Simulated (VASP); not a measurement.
Write the native input for VASP 6.6.1 that does the following.

```yaml
Task: single point
Functional: RPBE
Potentials_or_basis: VASP PAW PBE potentials, release 64 (Cu_sv_GW, O)
Cutoff: 820 eV
k_mesh: 11 × 11 × 11
Occupations: fermi-dirac, width 0.05 eV
Spin: no spin polarisation
Dipole_correction: no
Further_INCAR_settings: ALGO = Normal; EDIFF = 1e-06; NBANDS = 20
```

The structure of CuO lies in POSCAR:

```
CuO
1.0
    0.0000000000      2.1165600000      2.1165600000
    2.1165600000      0.0000000000      2.1165600000
    2.1165600000      2.1165600000      0.0000000000
Cu O
1 1
Direct
    0.0294977200      0.0281008700      0.9080259900
    0.4705022800      0.4718991300      0.5919740100
```

These files were run (other wordings do the same):

INCAR

```
SYSTEM = CuO
PREC = Accurate
ENCUT = 820
EDIFF = 1E-6
ISMEAR = -1
SIGMA = 0.05
LREAL = .FALSE.
LASPH = .TRUE.
NELM = 120
ALGO = Normal
ISIF = 2
LWAVE = .FALSE.
LCHARG = .FALSE.
GGA = RP
NBANDS = 20
GGA_COMPAT = .FALSE.
```

KPOINTS

```
Automatic mesh
0
G
  11 11 11
  0 0 0
```

Potentials or basis: VASP PAW PBE potentials, release 64 (Cu_sv_GW, O).

Command:

```console
$ cat potpaw_PBE.64/Cu_sv_GW/POTCAR potpaw_PBE.64/O/POTCAR > POTCAR
$ mpirun -np 1 vasp_std > vasp.out
```

Results of the run:

* Pressure: 23.4 GPa
* Largest force: 1.041 eV/Å
* Band gap on the k mesh: zero (an odd number of electrons rules out a gap without spin polarisation)

Caveat: the cell stands under pressure; the PAW data sets were made with another functional, which shifts forces and pressure a little; an odd number of electrons without spin polarisation forces a metal; a magnetic or distorted state may lie lower; semilocal functionals often make such compounds metallic where correlation or magnetic order opens a gap, which also shifts bond lengths.

It took 13 min on 1 thread of AMD EPYC 7R43 64-Core Processor (Zen 3), with other jobs on the host, peak memory 0.61 GiB.
